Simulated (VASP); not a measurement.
A run of VASP 6.6.1:

File INCAR:

```
SYSTEM = Rh
  PREC = Accurate
  ENCUT = 520
  EDIFF = 1E-7
  ISMEAR = -1
  SIGMA = 0.06122561905347299
  LREAL = .FALSE.
  LASPH = .TRUE.
  NELM = 80
  ALGO = Normal
  ISIF = 2
  LWAVE = .FALSE.
  LCHARG = .TRUE.
  GGA = PE
  LELF = .TRUE.
  LVHAR = .TRUE.
  NBANDS = 14
```

Contents of KPOINTS:

```
Automatic mesh
0
G
  50 50 50
  0 0 0
```

File POSCAR:

```
Rh
1.0
   -1.5251018619      1.5251018619      1.5251018619
    1.5251018619     -1.5251018619      1.5251018619
    1.5251018619      1.5251018619     -1.5251018619
Rh
1
Direct
    0.0000000000      0.0000000000      0.0000000000
```

Potentials or basis: VASP PAW PBE potentials, release 64 (Rh_pv).

Run with:

```console
$ cat potpaw_PBE.64/Rh_pv/POTCAR > POTCAR
$ mpirun -np 1 vasp_std > vasp.out
```

Hardware: 1 thread of Oxide Virtual Turin-like Processor, with other jobs on the host.

Question: How long does it take, and how much memory?

Answer: Run time: 8.6 min on 1 thread of Oxide Virtual Turin-like Processor (shared host), peak memory 0.58 GiB. Counts: scf iterations 11, k points 3107.
